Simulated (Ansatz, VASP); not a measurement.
This is a calculation of Si2W for VASP 6.6.1.

The input INCAR:

```
PREC = Accurate ; ENCUT = 520
EDIFF = 1E-6 ; ISMEAR = 0
SIGMA = 0.05 ; LREAL = False
LASPH = True ; NELM = 60
ALGO = Normal ; ISIF = 2
LWAVE = False ; LCHARG = False
GGA = PE ; NBANDS = 18
```

Contents of KPOINTS:

```
regular mesh
0
Gamma
  12 12 12
```

Contents of POSCAR:

```
Si2W
1.0
   -1.6069000000      1.6069000000      3.9149500000
    1.6069000000     -1.6069000000      3.9149500000
    1.6069000000      1.6069000000     -3.9149500000
W Si
1 2
Direct
    0.0000000000      0.0000000000      0.0000000000
    0.6653000000      0.6653000000      0.0000000000
    0.3347000000      0.3347000000      0.0000000000
```

Potentials or basis: VASP PAW PBE potentials, release 64 (W_sv, Si).

Run with:

```bash
$ cat potpaw_PBE.64/W_sv/POTCAR potpaw_PBE.64/Si/POTCAR > POTCAR
$ mpirun -np 1 vasp_std > vasp.out
```

**Question.** Set up the same calculation for Ansatz 0.2.0. Potentials there: Ansatz PAW.

**Answer.** As run (the cutoff follows the program's own potentials):

Contents of input.yaml:

```yaml
crystal:
  lattice:
    - [-1.6069, 1.6069, 3.91495]
    - [1.6069, -1.6069, 3.91495]
    - [1.6069, 1.6069, -3.91495]
  atoms:
    - { symbol: W, position: [0.0, 0.0, 0.0] }
    - { symbol: Si, position: [0.6653, 0.6653, 0.0] }
    - { symbol: Si, position: [0.3347, 0.3347, 0.0] }
hamiltonian:
  xc: pbe
  pseudopotentials: { kind: paw }
kpoints:
  mp_grid: { grid: [12, 12, 12] }
scf:
  occupations: { method: gaussian, width: 0.05 }
output:
  forces: true
  stress: true
  eigenvalues: true
```

Potentials or basis: Ansatz PAW.

Launch:

```console
$ ansatz run input.yaml --threads 2 --pin off --max-ram 5632MiB --backend cpu --events-out ev --progress --plain --runs-dir out
```

Both were run:

|  | VASP | Ansatz | Ansatz less VASP |
| --- | --- | --- | --- |
| gap on the k mesh at the Fermi level (eV) | none | none | - |
| pressure (GPa) | 3.3 | 3.3 | -0.07 |
| traceless stress, the component that is largest in VASP (GPa) | 0.37 | 0.43 | +0.062 |
| rms of the force components (eV/Å) | 0.039 | 0.038 | -0.0013 |

Atom by atom the forces differ by 0.001 eV/Å (rms over components). A gap of «none» marks a metal or a gap that the smearing closes. With one functional, cell and mesh, what is left measures potentials, basis and numerics.

Neither program's run includes spin-orbit coupling.
